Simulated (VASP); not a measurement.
# Ti2AlC (P6_3/mmc) in VASP: electric field gradients with LDA

Aim: the electric field gradients of Ti2AlC with LDA.

Everything below comes from runs of VASP 6.6.1. Logs are shortened: lines on timing, memory, paths and dates and some standing lists are left out, and cuts for length are marked.

### 1 The cell of the first run

Symmetry: P6_3/mmc, No. 194, hexagonal system. The conventional cell has a = 3.013 Å, b = 3.013 Å, c = 13.523 Å, α = 90.00°, β = 90.00°, γ = 120.00°. Ti (site symmetry 3m) has 3 C at 2.08 Å within 2.7 Å. Within 3.9 Å of Al (site symmetry -6m2) lie 6 Ti at 2.84 Å and 6 Al at 3.01 Å and 6 C at 3.80 Å. Within 2.7 Å of C (site symmetry -3m) lie 6 Ti at 2.08 Å.

### 2 Electric field gradients, LDA

INCAR

```
PREC = Accurate ; ENCUT = 520
EDIFF = 1E-8 ; ISMEAR = -1
SIGMA = 0.15 ; LREAL = False
LASPH = True ; NELM = 100
ALGO = Normal ; ISIF = 2
LWAVE = False ; LCHARG = False
GGA = CA ; LEFG = True
NBANDS = 41
```

KPOINTS

```
Automatic mesh
0
Gamma
  12 12 4
```

POSCAR

```
Ti2AlC
1.0
    3.0130052360      0.0000000000      0.0000000000
   -1.5065026180      2.6093390761      0.0000000000
    0.0000000000      0.0000000000     13.5233498379
Ti Al C
4 2 2
Direct
    0.3333333333      0.6666666667      0.0837077118
    0.6666666667      0.3333333333      0.5837077118
    0.6666666667      0.3333333333      0.9162922882
    0.3333333333      0.6666666667      0.4162922882
    0.3333333333      0.6666666667      0.7500000000
    0.6666666667      0.3333333333      0.2500000000
    0.0000000000      0.0000000000      0.0000000000
    0.0000000000      0.0000000000      0.5000000000
```

Potentials or basis: VASP PAW LDA potentials, release 64 (Ti_sv, Al, C).

On the command line:

```console
$ cat potpaw_LDA.64/Ti_sv/POTCAR potpaw_LDA.64/Al/POTCAR potpaw_LDA.64/C/POTCAR > POTCAR
$ mpirun -np 1 vasp_std > vasp.out
```

OUTCAR:

```text
PREC = Accurate
   ENCUT = 520
   EDIFF = 1E-8
   ISMEAR = -1
   LREAL = False
   LASPH = True
   NELM = 100
   ISIF = 2
   GGA = CA

 ion  position               nearest neighbor table
   1  0.333  0.667  0.084-   7 2.08   7 2.08   7 2.08   6 2.84   6 2.84   6 2.84   3 2.86   3 2.86
                             3 2.86
   2  0.667  0.333  0.584-   8 2.08   8 2.08   8 2.08   5 2.84   5 2.84   5 2.84   4 2.86   4 2.86
                             4 2.86
   3  0.667  0.333  0.916-   7 2.08   7 2.08   7 2.08   5 2.84   5 2.84   5 2.84   1 2.86   1 2.86
                             1 2.86
   4  0.333  0.667  0.416-   8 2.08   8 2.08   8 2.08   6 2.84   6 2.84   6 2.84   2 2.86   2 2.86
                             2 2.86
   5  0.333  0.667  0.750-   2 2.84   3 2.84   2 2.84   3 2.84   2 2.84   3 2.84
   6  0.667  0.333  0.250-   1 2.84   4 2.84   1 2.84   4 2.84   1 2.84   4 2.84
   7  0.000  0.000  0.000-   1 2.08   3 2.08   1 2.08   3 2.08   3 2.08   1 2.08
   8  0.000  0.000  0.500-   2 2.08   4 2.08   4 2.08   2 2.08   2 2.08   4 2.08

  LATTYP: Found a hexagonal cell.
 ALAT       =     3.0130052360
 C/A-ratio  =     4.4883260329

  Lattice vectors:

 A1 = (   3.0130052360,   0.0000000000,   0.0000000000)
 A2 = (  -1.5065026180,   2.6093390761,   0.0000000000)
 A3 = (   0.0000000000,   0.0000000000,  13.5233498379)

Analysis of symmetry for initial positions (statically):
=====================================================================
 Subroutine PRICEL returns:
 Original cell was already a primitive cell.

 Routine SETGRP: Setting up the symmetry group for a
 hexagonal supercell.

 Subroutine GETGRP returns: Found 24 space group operations
 (whereof 12 operations were pure point group operations)
 out of a pool of 24 trial point group operations.

The static configuration has the point symmetry D_3d.
 The point group associated with its full space group is D_6h.

Analysis of symmetry for dynamics (positions and initial velocities):
=====================================================================
 Subroutine PRICEL returns:
 Original cell was already a primitive cell.

 Routine SETGRP: Setting up the symmetry group for a
 hexagonal supercell.

 Subroutine GETGRP returns: Found 24 space group operations
 (whereof 12 operations were pure point group operations)
 out of a pool of 24 trial point group operations.

The dynamic configuration has the point symmetry D_3d.
 The point group associated with its full space group is D_6h.

 Subroutine INISYM returns: Found 24 space group operations
 (whereof 12 operations are pure point group operations),
 and found     1 'primitive' translations

----------------------------------------------------------------------------------------

                                     Primitive cell

  volume of cell :     106.3199

  direct lattice vectors                    reciprocal lattice vectors
     3.013005236  0.000000000  0.000000000     0.331894544  0.191619405  0.000000000
    -1.506502618  2.609339076  0.000000000     0.000000000  0.383238809  0.000000000
     0.000000000  0.000000000 13.523349838     0.000000000  0.000000000  0.073946175

  length of vectors
     3.013005236  3.013005236 13.523349838     0.383238809  0.383238809  0.073946175

  position of ions in fractional coordinates (direct lattice)
     0.333333333  0.666666667  0.083707712
     0.666666667  0.333333333  0.583707712
     0.666666667  0.333333333  0.916292288
     0.333333333  0.666666667  0.416292288
     0.333333333  0.666666667  0.750000000
     0.666666667  0.333333333  0.250000000
     0.000000000  0.000000000  0.000000000
     0.000000000  0.000000000  0.500000000

  ion indices of the primitive-cell ions
   primitive index   ion index
                 1           1
                 2           2
                 3           3
                 4           4
                 5           5
                 6           6
                 7           7
                 8           8

----------------------------------------------------------------------------------------
[... 79 lines left out ...]
   TEBEG  =    0.0;   TEEND  =   0.0 temperature during run
   PSTRESS=    0.0 pullay stress
   NELECT =      62.0000    total number of electrons
   NUPDOWN=      -1.0000    fix difference up-down
   EMIN   =  10.00;   EMAX   =-10.00  energy-range for DOS
   EFERMI =   0.00;   METHOD = LEGACY
   ISMEAR =    -1;   SIGMA  =   0.15  broadening in eV -4-tet -1-fermi 0-gaus
   EFERMI_NEDOS =   21; number of points for ismear=-14 and -15
   IALGO  =     38    algorithm
   IMIX   =      4    mixing-type and parameters
     AMIX     =   0.40;   BMIX     =  1.00
     AMIX_MAG =   1.60;   BMIX_MAG =  1.00
  volume/ion in A,a.u.               =      13.29        89.69
  Fermi-wavevector in a.u.,A,eV,Ry     =   1.367730  2.584636 25.452234  1.870686
  Thomas-Fermi vector in A             =   2.493757
   LORBIT       =      0    0 simple, 1 ext, 2 COOP (PROOUT), +10 PAW based schemes
   GGA     = CA    functional components
   LHFCALC =     F    Hartree Fock is set to
   AEXX    =    0.0000 exact exchange contribution
   IVDW    =     0    specifies the selected vdW correction
   LEPSILON=     F    determine dielectric tensor
   LRPA    =     F    only Hartree local field effects (RPA)
 non-spin polarized calculation
  energy-cutoff  :      520.00
  volume of cell :      106.32
 maximum number of plane-waves:      2907
 NGX is ok and might be reduce to    24
   NGX = 11   NGY = 11   NGZ = 51

 number of electron      62.0000012 magnetization

 Free energy of the ion-electron system (eV)
  ---------------------------------------------------
  ext. energy  EPLUGINS =         0.00000000
  ---------------------------------------------------
  free energy    TOTEN  =       -69.06706777 eV

  energy without entropy =      -68.82308868  energy(sigma->0) =      -68.94507823

 E-fermi :   8.2582     XC(G=0): -11.8239

 val. band max:        8.2368464564   @ k =   0.3333   0.3333   0.2500
 cond. band min:       8.2625584357   @ k =   0.2500   0.0833   0.2500
 fundamental gap:      0.0257119793
 Fermi energy:         8.2582462348

 k-point     1 :       0.0000    0.0000    0.0000
  band No.  band energies     occupation
      1     -47.4669      2.00000
      2     -47.4668      2.00000
      3     -47.3767      2.00000
      4     -47.3766      2.00000
      5     -24.4285      2.00000
      6     -24.4255      2.00000
[... 1045 lines left out ...]
     40      11.1890      0.00000
     41      11.4417      0.00000

 [... further k-points ...]

------------------------ aborting loop because EDIFF is reached ----------------------------------------

  FORCE on cell =-STRESS in cart. coord.  units (eV):
  Direction    XX          YY          ZZ          XY          YZ          ZX
  --------------------------------------------------------------------------------------
  -------------------------------------------------------------------------------------
  Total        0.2544428      0.2544428      0.2671119      0.0000000      0.0000000      0.0000000
  in kB        3.8342999      3.8342999      4.0252150      0.0000000      0.0000000      0.0000000
  external PRESSURE =       3.8979383 kB  Pullay stress =       0.0000000 kB

 VOLUME and BASIS-vectors are now :
 -----------------------------------------------------------------------------
  energy-cutoff  :      520.00
  volume of cell :      106.32
      direct lattice vectors                 reciprocal lattice vectors
     3.013005236  0.000000000  0.000000000     0.331894544  0.191619405  0.000000000
    -1.506502618  2.609339076  0.000000000     0.000000000  0.383238809  0.000000000
     0.000000000  0.000000000 13.523349838     0.000000000  0.000000000  0.073946175

 POSITION                                       TOTAL-FORCE (eV/Angst)
 -----------------------------------------------------------------------------------
     -0.00000      1.73956      1.13201         0.000000     -0.000000      0.046867
      1.50650      0.86978      7.89368        -0.000000      0.000000      0.046867
      1.50650      0.86978     12.39134        -0.000000      0.000000     -0.046867
     -0.00000      1.73956      5.62967         0.000000     -0.000000     -0.046867
     -0.00000      1.73956     10.14251        -0.000000      0.000000      0.000000
      1.50650      0.86978      3.38084        -0.000000      0.000000      0.000000
      0.00000      0.00000      0.00000        -0.000000      0.000000      0.000000
      0.00000      0.00000      6.76167        -0.000000      0.000000      0.000000
 -----------------------------------------------------------------------------------
    total drift:                                0.000000     -0.000000      0.000000

  FREE ENERGIE OF THE ION-ELECTRON SYSTEM (eV)
  ---------------------------------------------------
  free  energy   TOTEN  =       -69.0670677676 eV

  energy  without entropy=      -68.8230886845  energy(sigma->0) =      -68.94507823

 Electric field gradients (V/A^2)
---------------------------------------------------------------------
 ion       V_xx      V_yy      V_zz      V_xy      V_xz      V_yz
---------------------------------------------------------------------
   1     -12.372   -12.374    24.746    -0.001     0.000    -0.000
   2     -12.372   -12.374    24.746    -0.001    -0.000     0.000
   3     -12.372   -12.374    24.746    -0.001     0.000    -0.000
   4     -12.372   -12.374    24.746    -0.001    -0.000     0.000
   5      24.058    24.058   -48.116    -0.000    -0.000     0.000
   6      24.058    24.058   -48.116    -0.000     0.000    -0.000
   7      -1.518    -1.518     3.036     0.000    -0.000     0.000
   8      -1.518    -1.518     3.036     0.000     0.000    -0.000
---------------------------------------------------------------------

 Electric field gradients after diagonalization (V/A^2)
 (convention: |V_zz| > |V_xx| > |V_yy|)
----------------------------------------------------------------------
 ion       V_xx      V_yy      V_zz     asymmetry (V_yy - V_xx)/ V_zz
----------------------------------------------------------------------
   1     -12.375   -12.372    24.746       0.000
   2     -12.375   -12.372    24.746       0.000
   3     -12.375   -12.372    24.746       0.000
   4     -12.375   -12.372    24.746       0.000
   5      24.058    24.058   -48.116       0.000
   6      24.058    24.058   -48.116       0.000
   7      -1.519    -1.518     3.036       0.000
   8      -1.519    -1.518     3.036       0.000
----------------------------------------------------------------------

           NMR quadrupolar parameters

 Cq : quadrupolar parameter    Cq=e*Q*V_zz/h
 eta: asymmetry parameters     (V_yy - V_xx)/ V_zz
 Q  : nuclear electric quadrupole moment in mb (millibarn)
----------------------------------------------------------------------
 ion       Cq(MHz)       eta       Q (mb)
----------------------------------------------------------------------
   1       0.060       0.000       1.000
   2       0.060       0.000       1.000
   3       0.060       0.000       1.000
   4       0.060       0.000       1.000
   5      -0.116       0.000       1.000
   6      -0.116       0.000       1.000
   7       0.007       0.000       1.000
   8       0.007       0.000       1.000
----------------------------------------------------------------------
```

It took 7.1 min on 1 thread of AMD EPYC 7R13, shared host; peak memory 0.3 GiB.

Results:

```yaml
Free_energy: -69.0671 eV
Pressure: 0.4 GPa
Largest_force: 0.047 eV/Å
Band_gap_on_the_k_mesh: zero (bands 31 and 32 overlap by 1.74 eV)
Largest_electric_field_gradient_by_atom: Ti +24.7; Al -48.1; C +3.0 V/Å²
```

Forces on the atoms (eV/Å):
```
Ti   0.000  0.000  0.047
Ti   0.000  0.000  0.047
Ti   0.000  0.000 -0.047
Ti   0.000  0.000 -0.047
Al   0.000  0.000  0.000
Al   0.000  0.000  0.000
C    0.000  0.000  0.000
C    0.000  0.000  0.000
```

Levels at points of the mesh, in eV from the Fermi level:
```
           k point  band 29  band 30  band 31  band 32  band 33  band 34  band 35  band 36
(0.00, 0.00, 0.00)     0.39     0.69     0.92     0.92     0.95     0.95     1.91     1.91
(0.50, 0.00, 0.00)    -1.37    -1.33    -0.69    -0.67     1.72     2.22     2.33     2.57
(0.00, 0.00, 0.50)     0.56     0.56     0.93     0.93     0.93     0.93     1.94     1.94
(0.50, 0.00, 0.50)    -1.34    -1.34    -0.68    -0.68     1.99     1.99     2.44     2.44
```

Electric field gradients, principal values (V/Å²):
```tsv
atom	least	middle	greatest (by size)
1 Ti	-12.372	-12.375	24.746
2 Ti	-12.372	-12.375	24.746
3 Ti	-12.372	-12.375	24.746
4 Ti	-12.372	-12.375	24.746
5 Al	24.058	24.058	-48.116
6 Al	24.058	24.058	-48.116
7 C	-1.518	-1.519	3.036
8 C	-1.518	-1.519	3.036
```

Caveat: without QUAD_EFG the Cq values of the log hold for a quadrupole moment of 1 mb, not for the nuclei.
